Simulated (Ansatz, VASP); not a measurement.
Ru: VASP beside Ansatz

```xyz
2
Lattice="2.6895 0.0000 0.0000 -1.3448 2.3292 0.0000 0.0000 0.0000 4.2519" Properties=species:S:1:pos:R:3 pbc="T T T"
Ru    0.0000    1.5528    1.0630
Ru    1.3448    0.7764    3.1889
```

Alike in both runs: task single point; functional PBEsol; k mesh 15 × 15 × 8; occupations gaussian, width 0.1 eV; no spin polarisation.

|  | VASP | Ansatz |
| --- | --- | --- |
| version | VASP 6.6.1 | Ansatz 0.2.0 |
| potentials or method | VASP PAW PBE potentials, release 64 (Ru_pv), cutoff 520 eV | scalar-relativistic, plane waves, PAW |
| valence electrons in the cell | 28 | 32 |

```tsv
	VASP	Ansatz	Ansatz less VASP
gap on the k mesh at the Fermi level (eV)	none	none	-
pressure (GPa)	0.0	0.0	+0.03
traceless stress, the component that is largest in VASP (GPa)	-0.13	-0.13	0.000
```

VASP's potentials were made for PBE, not for PBEsol. A gap of «none» marks a metal or a gap that the smearing closes. VASP's potentials hold 28 valence electrons a cell and Ansatz's 32, so a difference there can come from the potentials and not from the codes.
